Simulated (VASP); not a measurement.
# Pb (R-3m) in VASP: further runs

The runs below take Pb through single point, relaxation of cell and atoms, with PBE.

All numbers are computed with VASP 6.6.1; they aren't measurements. Logs are shortened: lines on timing, memory, paths and dates and some standing lists are left out, and cuts for length are marked.

### 1 The cell of the first run

It takes space group R-3m (No. 166, trigonal). The conventional cell has a = 3.667 Å, b = 3.667 Å, c = 8.241 Å, α = 90.00°, β = 90.00°, γ = 120.00°. Pb (site symmetry -3m) has 12 Pb at 3.47 to 3.67 Å within 4.6 Å.

### 2 Single point, PBE

File INCAR:

```
PREC = Accurate
ENCUT = 520
EDIFF = 1E-6
ISMEAR = 0
SIGMA = 0.1
LREAL = False
LASPH = True
NELM = 80
ALGO = Normal
ISIF = 2
LWAVE = False
LCHARG = True
GGA = PE
LELF = True
LVHAR = True
NBANDS = 21
```

File KPOINTS:

```
regular mesh
0
Gamma
  6 6 6
```

File POSCAR:

```
Pb
1.0
    1.8333089303      1.0584614045      5.4941537335
   -1.8333089303      1.0584614045      5.4941537335
    0.0000000000     -2.1169228088      5.4941537335
Pb
2
Direct
    0.2500007643      0.2500007643      0.2500007643
    0.7499992357      0.7499992357      0.7499992357
```

Potentials or basis: VASP PAW PBE potentials, release 64 (Pb_d).

On the command line:

```bash
cat potpaw_PBE.64/Pb_d/POTCAR > POTCAR
mpirun -np 1 vasp_std > vasp.out
```

OUTCAR:

```text
PREC = Accurate
   ENCUT = 520
   EDIFF = 1E-6
   ISMEAR = 0
   LREAL = False
   LASPH = True
   NELM = 80
   ISIF = 2
   GGA = PE

 ion  position               nearest neighbor table
   1  0.250  0.250  0.250-   2 3.47   2 3.47   2 3.47   2 3.47   2 3.47   2 3.47
   2  0.750  0.750  0.750-   1 3.47   1 3.47   1 3.47   1 3.47   1 3.47   1 3.47

  LATTYP: Found a trigonal (rhomboedric) cell.
 ALAT       =     5.8878763087
 COS(alpha) =     0.8060972592

  Lattice vectors:

 A1 = (   1.8333089303,   1.0584614045,   5.4941537335)
 A2 = (  -1.8333089303,   1.0584614045,   5.4941537335)
 A3 = (   0.0000000000,  -2.1169228088,   5.4941537335)

Analysis of symmetry for initial positions (statically):
=====================================================================
 Subroutine PRICEL returns following result:

  LATTYP: Found a base centered monoclinic cell.
 ALAT       =     5.8879233293
 B/A-ratio  =     0.6227353271
 C/A-ratio  =     0.5890176874
 COS(beta)  =    -0.5196658382

  Lattice vectors:

 A1 = (   0.0000000000,   2.1169228089,   2.7471020618)
 A2 = (   1.8333089303,  -1.0584614044,   2.7471020618)
 A3 = (   1.8333089303,   1.0584614044,  -2.7470516717)

   2 primitive cells build up your supercell.

 Routine SETGRP: Setting up the symmetry group for a
 trigonal (rhombohedral) supercell.

 Subroutine GETGRP returns: Found 12 space group operations
 (whereof 12 operations were pure point group operations)
 out of a pool of 12 trial point group operations.

The static configuration has the point symmetry D_3d.

Analysis of symmetry for dynamics (positions and initial velocities):
=====================================================================
 Subroutine PRICEL returns following result:

  LATTYP: Found a base centered monoclinic cell.
 ALAT       =     5.8879233293
 B/A-ratio  =     0.6227353271
 C/A-ratio  =     0.5890176874
 COS(beta)  =    -0.5196658382

  Lattice vectors:

 A1 = (   0.0000000000,   2.1169228089,   2.7471020618)
 A2 = (   1.8333089303,  -1.0584614044,   2.7471020618)
 A3 = (   1.8333089303,   1.0584614044,  -2.7470516717)

   2 primitive cells build up your supercell.

 Routine SETGRP: Setting up the symmetry group for a
 trigonal (rhombohedral) supercell.

 Subroutine GETGRP returns: Found 12 space group operations
 (whereof 12 operations were pure point group operations)
 out of a pool of 12 trial point group operations.

The dynamic configuration has the point symmetry D_3d.

 Subroutine INISYM returns: Found 12 space group operations
 (whereof 12 operations are pure point group operations),
 and found     2 'primitive' translations

----------------------------------------------------------------------------------------

                                     Primitive cell

  volume of cell :      31.9841

  direct lattice vectors                    reciprocal lattice vectors
     0.000000000  2.116922809  2.747102062    -0.000001668  0.314921558  0.121340731
     1.833308930 -1.058461404  2.747102062     0.272729235 -0.157462223  0.121340731
     1.833308930  1.058461404 -2.747051672     0.272732571  0.157462223 -0.121340731

  length of vectors
     3.468130897  3.468130897  3.468090983     0.337489497  0.337489497  0.337492192

  position of ions in fractional coordinates (direct lattice)
     0.500000000  0.500000000  0.500000000

  ion indices of the primitive-cell ions
   primitive index   ion index
                 1           1

----------------------------------------------------------------------------------------

 KPOINTS: regular mesh

Automatic generation of k-mesh.
 Grid dimensions read from file:
 generate k-points for:    6    6    6

 Generating k-lattice:

  Cartesian coordinates                     Fractional coordinates (reciprocal lattice)
     0.045455150  0.026243543  0.010111758     0.166666667  0.000000000  0.000000000
    -0.045455150  0.026243543  0.010111758     0.000000000  0.166666667  0.000000000
     0.000000000 -0.052487087  0.010111758     0.000000000  0.000000000  0.166666667

  Length of vectors
     0.053452240  0.053452240  0.053452240

  Shift w.r.t. Gamma in fractional coordinates (k-lattice)
     0.000000000  0.000000000  0.000000000

 Subroutine IBZKPT returns following result:
 ===========================================

 Found     32 irreducible k-points:

 Following reciprocal coordinates:
            Coordinates               Weight
  0.000000  0.000000  0.000000      1.000000
  0.166667 -0.000000  0.000000      6.000000
  0.333333 -0.000000 -0.000000      6.000000
  0.500000 -0.000000  0.000000      3.000000
  0.166667  0.166667  0.000000      6.000000
  0.333333  0.166667 -0.000000     12.000000
[... 16 lines left out ...]
  0.500000  0.500000  0.166667      6.000000
 -0.333333  0.500000  0.166667     12.000000
 [... further k-points ...]
   k-points           NKPTS =     32   k-points in BZ     NKDIM =     32   number of bands    NBANDS=     21
   number of dos      NEDOS =    301   number of ions     NIONS =      2
   total plane-waves  NPLWV = 110592
   dimension x,y,z NGX =    48 NGY =   48 NGZ =   48
   dimension x,y,z NGXF=    96 NGYF=   96 NGZF=   96
   ions per type =               2
   NGX,Y,Z   is equivalent  to a cutoff of  13.55, 13.55, 13.55 a.u.
   NGXF,Y,Z  is equivalent  to a cutoff of  27.11, 27.11, 27.11 a.u.
 SYSTEM =  unknown system
   PREC   = accura    normal or accurate (medium, high low for compatibility)
   ISTART =      0    job   : 0-new  1-cont  2-samecut
   ICHARG =      2    charge: 1-file 2-atom 10-const
   ISPIN  =      1    spin polarized calculation?
   LNONCOLLINEAR =      F non collinear calculations
   LSORBIT =      F    spin-orbit coupling
   LASPH  =      T    aspherical Exc in radial PAW
   ENCUT  =  520.0 eV  38.22 Ry    6.18 a.u.  10.95 10.95 10.95*2*pi/ulx,y,z
   NELM   =     80;   NELMIN=  2; NELMDL= -5     # of ELM steps
   EDIFF  = 0.1E-05   stopping-criterion for ELM
   LREAL  =      F    real-space projection
   EDIFFG = 0.1E-04   stopping-criterion for IOM
   NSW    =      0    number of steps for IOM
   IBRION =     -1    ionic relax: 0-MD 1-quasi-New 2-CG
   NFREE  =      0    steps in history (QN), initial steepest desc. (CG)
   ISIF   =      2    stress and relaxation
   ISYM   =      2    0-nonsym 1-usesym 2-fastsym
   POTIM  = 0.5000    time-step for ionic-motion
   TEBEG  =    0.0;   TEEND  =   0.0 temperature during run
   PSTRESS=    0.0 pullay stress
   NELECT =      28.0000    total number of electrons
   NUPDOWN=      -1.0000    fix difference up-down
   EMIN   =  10.00;   EMAX   =-10.00  energy-range for DOS
   EFERMI =   0.00;   METHOD = LEGACY
   ISMEAR =     0;   SIGMA  =   0.10  broadening in eV -4-tet -1-fermi 0-gaus
   EFERMI_NEDOS =   21; number of points for ismear=-14 and -15
   IALGO  =     38    algorithm
   IMIX   =      4    mixing-type and parameters
     AMIX     =   0.40;   BMIX     =  1.00
     AMIX_MAG =   1.60;   BMIX_MAG =  1.00
  volume/ion in A,a.u.               =      31.98       215.84
  Fermi-wavevector in a.u.,A,eV,Ry     =   1.243006  2.348941 21.021874  1.545064
  Thomas-Fermi vector in A             =   2.377336
   LORBIT       =      0    0 simple, 1 ext, 2 COOP (PROOUT), +10 PAW based schemes
   GGA     = PE    functional components
   LHFCALC =     F    Hartree Fock is set to
   AEXX    =    0.0000 exact exchange contribution
   IVDW    =     0    specifies the selected vdW correction
   LEPSILON=     F    determine dielectric tensor
   LRPA    =     F    only Hartree local field effects (RPA)
 non-spin polarized calculation
 Gauss-broadening in eV      SIGMA  =   0.10
  energy-cutoff  :      520.00
  volume of cell :       63.97
 maximum number of plane-waves:      1740
 NGX is ok and might be reduce to    48
   NGX = 21   NGY = 21   NGZ = 21

 number of electron      28.0000003 magnetization

 Free energy of the ion-electron system (eV)
  ---------------------------------------------------
  ext. energy  EPLUGINS =         0.00000000
  ---------------------------------------------------
  free energy    TOTEN  =        -7.06227006 eV

  energy without entropy =       -7.05298000  energy(sigma->0) =       -7.05762503

 E-fermi :   6.6572     XC(G=0):  -9.9261

 val. band max:        6.6259341522   @ k =   0.5000   0.1667   0.0000
 cond. band min:       6.7118284402   @ k =   0.3333   0.1667  -0.0000
 fundamental gap:      0.0858942880
 Fermi energy:         6.6572216429

 k-point     1 :       0.0000    0.0000    0.0000
  band No.  band energies     occupation
      1     -10.3808      2.00000
      2     -10.3808      2.00000
      3     -10.3580      2.00000
      4     -10.3328      2.00000
      5     -10.3328      2.00000
      6     -10.2914      2.00000
[... 13 lines left out ...]
     20      15.4095      0.00000
     21      16.8334      0.00000

 k-point     2 :       0.1667   -0.0000    0.0000
  band No.  band energies     occupation
      1     -10.3805      2.00000
      2     -10.3518      2.00000
      3     -10.3489      2.00000
      4     -10.3138      2.00000
      5     -10.2914      2.00000
      6     -10.2748      2.00000
[... 13 lines left out ...]
     20      16.7173      0.00000
     21      17.0986      0.00000

 k-point     3 :       0.3333   -0.0000   -0.0000
  band No.  band energies     occupation
      1     -10.3740      2.00000
      2     -10.3620      2.00000
      3     -10.2914      2.00000
      4     -10.2877      2.00000
      5     -10.2477      2.00000
      6     -10.2131      2.00000
[... 13 lines left out ...]
     20      14.3795      0.00000
     21      18.1973      0.00000

 k-point     4 :       0.5000   -0.0000    0.0000
  band No.  band energies     occupation
      1     -10.3608      2.00000
      2     -10.3608      2.00000
      3     -10.2983      2.00000
      4     -10.2983      2.00000
      5     -10.2297      2.00000
      6     -10.2297      2.00000
[... 13 lines left out ...]
     20      13.0545      0.00000
     21      19.4486      0.00000

 k-point     5 :       0.1667    0.1667    0.0000
  band No.  band energies     occupation
      1     -10.3698      2.00000
      2     -10.3649      2.00000
      3     -10.3627      2.00000
      4     -10.3123      2.00000
      5     -10.2834      2.00000
      6     -10.2725      2.00000
[... 13 lines left out ...]
     20      16.4115      0.00000
     21      17.5156      0.00000

 k-point     6 :       0.3333    0.1667   -0.0000
  band No.  band energies     occupation
      1     -10.3797      2.00000
      2     -10.3420      2.00000
      3     -10.3338      2.00000
      4     -10.3233      2.00000
      5     -10.2424      2.00000
      6     -10.2385      2.00000
[... 13 lines left out ...]
     20      16.5238      0.00000
     21      16.8937      0.00000

 k-point     7 :       0.5000    0.1667    0.0000
  band No.  band energies     occupation
      1     -10.3665      2.00000
      2     -10.3471      2.00000
      3     -10.3278      2.00000
      4     -10.2963      2.00000
      5     -10.2435      2.00000
      6     -10.2368      2.00000
[... 13 lines left out ...]
     20      15.6051      0.00000
     21      17.5148      0.00000
[... 291 lines left out ...]
      1     -10.4044      2.00000
      2     -10.3741      2.00000
      3     -10.3233      2.00000
      4     -10.3098      2.00000
      5     -10.2406      2.00000
      6     -10.2385      2.00000
[... 13 lines left out ...]
     20      15.0823      0.00000
     21      15.9955      0.00000

 k-point    21 :      -0.3333    0.3333    0.1667
  band No.  band energies     occupation
      1     -10.4241      2.00000
      2     -10.3871      2.00000
      3     -10.3360      2.00000
      4     -10.2902      2.00000
      5     -10.2374      2.00000
      6     -10.1986      2.00000
[... 13 lines left out ...]
     20      14.9828      0.00000
     21      15.5353      0.00000

 k-point    22 :      -0.1667    0.3333    0.1667
  band No.  band energies     occupation
      1     -10.3905      2.00000
      2     -10.3767      2.00000
      3     -10.3506      2.00000
      4     -10.3197      2.00000
      5     -10.2480      2.00000
      6     -10.1896      2.00000
[... 13 lines left out ...]
     20      15.3940      0.00000
     21      16.7175      0.00000

 k-point    23 :       0.5000    0.5000    0.1667
  band No.  band energies     occupation
      1     -10.4534      2.00000
      2     -10.3679      2.00000
      3     -10.3603      2.00000
      4     -10.3593      2.00000
      5     -10.2736      2.00000
      6     -10.1815      2.00000
[... 13 lines left out ...]
     20      14.4519      0.00000
     21      15.8199      0.00000

 k-point    24 :      -0.3333    0.5000    0.1667
  band No.  band energies     occupation
      1     -10.4529      2.00000
      2     -10.4001      2.00000
      3     -10.3519      2.00000
      4     -10.3189      2.00000
      5     -10.2456      2.00000
      6     -10.1824      2.00000
[... 13 lines left out ...]
     20      14.7300      0.00000
     21      14.9434      0.00000

 [... further k-points ...]
[... 5 lines left out ...]
  --------------------------------------------------------------------------------------
  -------------------------------------------------------------------------------------
  Total        0.1250289      0.1250289      0.1363861      0.0000000      0.0000000      0.0000000
  in kB        3.1315425      3.1315425      3.4160006      0.0000000      0.0000000      0.0000000
  external PRESSURE =       3.2263619 kB  Pullay stress =       0.0000000 kB

 VOLUME and BASIS-vectors are now :
 -----------------------------------------------------------------------------
  energy-cutoff  :      520.00
  volume of cell :       63.97
      direct lattice vectors                 reciprocal lattice vectors
     1.833308930  1.058461405  5.494153734     0.272730903  0.157461260  0.060670551
    -1.833308930  1.058461405  5.494153734    -0.272730903  0.157461260  0.060670551
     0.000000000 -2.116922809  5.494153734     0.000000000 -0.314922520  0.060670551

 POSITION                                       TOTAL-FORCE (eV/Angst)
 -----------------------------------------------------------------------------------
      0.00000      0.00000      4.12063         0.000000      0.000000      0.000000
      0.00000      0.00000     12.36183         0.000000     -0.000000     -0.000000
 -----------------------------------------------------------------------------------
    total drift:                                0.000000      0.000000     -0.000000

  FREE ENERGIE OF THE ION-ELECTRON SYSTEM (eV)
  ---------------------------------------------------
  free  energy   TOTEN  =        -7.0622700556 eV

  energy  without entropy=       -7.0529799982  energy(sigma->0) =       -7.05762503
```

It took 40 s on 1 thread of Intel Xeon 6975P-C (Granite Rapids), shared host; peak memory 0.3 GiB.

What came out:

```
Free energy            : -7.0623 eV
Pressure               : 0.3 GPa
Band gap on the k mesh : zero (band 14 reaches 11.21 eV, above the bottom of band 15 at 5.18 eV)
```

Levels at points of the mesh, in eV from the Fermi level:
```
           k point  band 10  band 11  band 12  band 13  band 14  band 15  band 16  band 17  band 18  band 19
(0.00, 0.00, 0.00)   -16.74   -11.38    -7.35    -3.69     4.45     4.45     6.49     6.49     7.64     8.05
(0.50, 0.00, 0.00)   -16.79    -7.90    -7.90    -1.94    -1.94     1.14     1.14     2.91     2.91     6.40
(0.50, 0.50, 0.00)   -16.71    -8.26    -6.75    -3.97    -3.03     1.40     2.75     5.07     5.41     5.82
(0.50, 0.50, 0.50)   -16.86   -10.08   -10.08     1.66     1.66     5.30     5.30     5.30     5.30     8.03
```

Caveat: spin-orbit coupling is left out, which moves the levels of the heavy elements.

[end of part 1 of 2]
